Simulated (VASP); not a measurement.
# SnO (P4/nmm) in VASP: notebook, part 2 of 2

VASP 6.6.1.

## 3. Single point, PBE+D3(BJ)

This run uses another cell than the first one, of the same volume but with other edges.

INCAR

```
SYSTEM = SnO
  PREC = Accurate
  ENCUT = 520
  EDIFF = 1E-6
  ISMEAR = 0
  SIGMA = 0.02
  LREAL = .FALSE.
  LASPH = .TRUE.
  NELM = 100
  ALGO = Normal
  ISIF = 2
  LWAVE = .FALSE.
  LCHARG = .FALSE.
  GGA = PE
  IVDW = 12
  NBANDS = 28
```

KPOINTS

```
regular mesh
0
G
  6 6 4
  0 0 0
```

POSCAR

```
SnO
1.0
    3.6719800000      0.0000000000      0.0000000000
    0.0000000000      3.6719800000      0.0000000000
    0.0000000000      0.0000000000      5.1804042806
Sn O
2 2
Direct
    0.5000000000      0.0000000000      0.2369000000
    0.0000000000      0.5000000000      0.7631000000
    0.0000000000      0.0000000000      0.0000000000
    0.5000000000      0.5000000000      0.0000000000
```

Potentials or basis: VASP PAW PBE potentials, release 64 (Sn_d, O).

Command:

```bash
$ cat potpaw_PBE.64/Sn_d/POTCAR potpaw_PBE.64/O/POTCAR > POTCAR
$ mpirun -np 1 vasp_std > vasp.out
```

Wall time 2.1 min (1 thread of Intel Xeon 8259CL, shared host); peak memory 0.21 GiB.

It converged, with:

```yaml
Free_energy: -23.4532 eV
Pressure: 4.2 GPa
Largest_force: 0.015 eV/Å
Band_gap_on_the_k_mesh: zero (bands 20 and 21 overlap by 0.23 eV)
Dispersion_energy_per_atom: -0.236 eV
```

Forces on the atoms (eV/Å):
```
Sn   0.000  0.000  0.015
Sn   0.000  0.000 -0.015
O    0.000  0.000  0.000
O    0.000  0.000  0.000
```

Stress tensor (GPa, compression positive):
```
 7.34  0.00  0.00
 0.00  7.34  0.00
 0.00  0.00 -2.01
```

Levels at points of the mesh, in eV from the Fermi level:
```
           k point  band 17  band 18  band 19  band 20  band 21  band 22  band 23  band 24
(0.00, 0.00, 0.00)    -3.61    -2.87    -2.87     0.22     2.44     4.12     4.94     4.94
(0.50, 0.00, 0.00)    -4.71    -4.71    -2.97    -2.97     2.79     2.79     6.22     6.22
(0.50, 0.50, 0.00)    -2.22    -2.22    -2.08    -2.08    -0.01    -0.01     4.05     4.05
(0.00, 0.00, 0.50)    -3.51    -2.90    -2.89    -2.89     2.45     3.26     3.26     4.40
(0.50, 0.00, 0.50)    -4.69    -4.69    -2.02    -2.02     2.08     2.08     5.85     5.85
(0.50, 0.50, 0.50)    -2.64    -2.64    -2.22    -2.22     2.08     2.08     3.44     3.44
```

Caveat: three body term missing; the cell stands under pressure; semilocal functionals underestimate gaps, so a narrow gap can read as zero; spin-orbit coupling is left out, which moves the levels of the heavy elements.

## 4. Single point, PBE+D3(BJ)

This run uses another cell than the first one, of the same volume but with other edges.

INCAR

```
SYSTEM = SnO
  ALGO = Normal
  EDIFF = 1E-6
  ENCUT = 520
  GGA = PE
  ISIF = 2
  ISMEAR = 0
  IVDW = 12
  LASPH = .TRUE.
  LCHARG = .TRUE.
  LELF = .TRUE.
  LREAL = .FALSE.
  LVHAR = .TRUE.
  LWAVE = .FALSE.
  NBANDS = 28
  NELM = 80
  PREC = Accurate
  SIGMA = 0.02
```

KPOINTS

```
k-points
0
G
  6 6 4
  0 0 0
```

POSCAR

```
SnO
1.0
    3.7352900000      0.0000000000      0.0000000000
    0.0000000000      3.7352900000      0.0000000000
    0.0000000000      0.0000000000      5.0062855501
Sn O
2 2
Direct
    0.5000000000      0.0000000000      0.2369000000
    0.0000000000      0.5000000000      0.7631000000
    0.0000000000      0.0000000000      0.0000000000
    0.5000000000      0.5000000000      0.0000000000
```

Potentials or basis: VASP PAW PBE potentials, release 64 (Sn_d, O).

Command:

```bash
$ cat potpaw_PBE.64/Sn_d/POTCAR potpaw_PBE.64/O/POTCAR > POTCAR
$ mpirun -np 1 vasp_std > vasp.out
```

OUTCAR:

```text
SYSTEM = SnO
   EDIFF = 1E-6
   ENCUT = 520
   GGA = PE
   ISIF = 2
   ISMEAR = 0
   IVDW = 12
   LASPH = .TRUE.
   LREAL = .FALSE.
   NELM = 80
   PREC = Accurate
 IVDW          = 12

 ion  position               nearest neighbor table
   1  0.500  0.000  0.237-   3 2.21   4 2.21   4 2.21   3 2.21   2 3.55   2 3.55   2 3.55   2 3.55
                             2 3.73   2 3.73   2 3.73   2 3.73
   2  0.000  0.500  0.763-   3 2.21   4 2.21   3 2.21   4 2.21   1 3.55   1 3.55   1 3.55   1 3.55
                             1 3.73   1 3.73   1 3.73   1 3.73
[... 955 lines left out ...]
  --------------------------------------------------------------------------------------
  -------------------------------------------------------------------------------------
  Total       2.27331     2.27331     0.16906     0.00000     0.00000     0.00000
  in kB      52.14417    52.14417     3.87782     0.00000     0.00000     0.00000
  external pressure =       36.06 kB  Pullay stress =        0.00 kB

 VOLUME and BASIS-vectors are now :
 -----------------------------------------------------------------------------
  energy-cutoff  :      520.00
  volume of cell :       69.85
      direct lattice vectors                 reciprocal lattice vectors
     3.735290000  0.000000000  0.000000000     0.267716831  0.000000000  0.000000000
     0.000000000  3.735290000  0.000000000     0.000000000  0.267716831  0.000000000
     0.000000000  0.000000000  5.006285550     0.000000000  0.000000000  0.199748894

 POSITION                                       TOTAL-FORCE (eV/Angst)
 -----------------------------------------------------------------------------------
      1.86764      0.00000      1.18599        -0.000000      0.000000      0.375218
      0.00000      1.86764      3.82030         0.000000      0.000000     -0.375218
      0.00000      0.00000      0.00000         0.000000     -0.000000      0.000000
      1.86764      1.86764      0.00000         0.000000      0.000000      0.000000
 -----------------------------------------------------------------------------------
    total drift:                                0.000000      0.000000      0.000000

  FREE ENERGIE OF THE ION-ELECTRON SYSTEM (eV)
  ---------------------------------------------------
  free  energy   TOTEN  =       -23.5581249392 eV

  energy  without entropy=      -23.5579678024  energy(sigma->0) =      -23.55804637
```

stdout:

```text
POSCAR found type information on POSCAR SnO
 POSCAR found :  2 types and       4 ions
 scaLAPACK will be used
 LDA part: xc-table for (Slater+PW92), standard interpolation
 POSCAR, INCAR and KPOINTS ok, starting setup
 FFT: planning ... GRIDC
 FFT: planning ... GRID_SOFT
 FFT: planning ... GRID
 WAVECAR not read
 entering main loop
```

It took 1.7 min on 1 thread of Intel Xeon 8259CL, shared host; peak memory 0.21 GiB.

What came out:

* Free energy: -23.5581 eV
* Pressure: 3.6 GPa
* Largest force: 0.375 eV/Å
* Band gap on the k mesh: zero (bands 20 and 21 overlap by 0.13 eV)
* Dispersion energy per atom: -0.235 eV

Forces in eV/Å, atoms in the order of the input:
```
Sn   0.000  0.000  0.375
Sn   0.000  0.000 -0.375
O    0.000  0.000  0.000
O    0.000  0.000  0.000
```

Stress tensor (GPa, compression positive):
```
5.21 0.00 0.00
0.00 5.21 0.00
0.00 0.00 0.39
```

Caveat: three body term missing; the cell stands under pressure; semilocal functionals underestimate gaps, so a narrow gap can read as zero; spin-orbit coupling is left out, which moves the levels of the heavy elements.

## 5. Overview

| cell | gap on the mesh (eV) | pressure (GPa) | largest force (eV/Å) |
| --- | --- | --- | --- |
| a = 3.609, b = 3.609, c = 5.364 Å, 4 atoms | none | 4.9 | 0.49 |
| a = 3.672, b = 3.672, c = 5.180 Å, 4 atoms | none | 4.2 | 0.01 |
| a = 3.735, b = 3.735, c = 5.006 Å, 4 atoms | none | 3.6 | 0.38 |

Alike in all rows: task single point; level PBE+D3(BJ); potentials or basis VASP PAW PBE potentials, release 64 (Sn_d, O); no spin polarisation; k mesh 6 × 6 × 4; cutoff (eV) 520; smearing gaussian 0.02 eV.

Caveats: three body term missing; the cell stands under pressure; semilocal functionals underestimate gaps, so a narrow gap can read as zero; spin-orbit coupling is left out, which moves the levels of the heavy elements.

Total energies depend on the potentials used, so only differences within one code and one set of settings carry meaning.
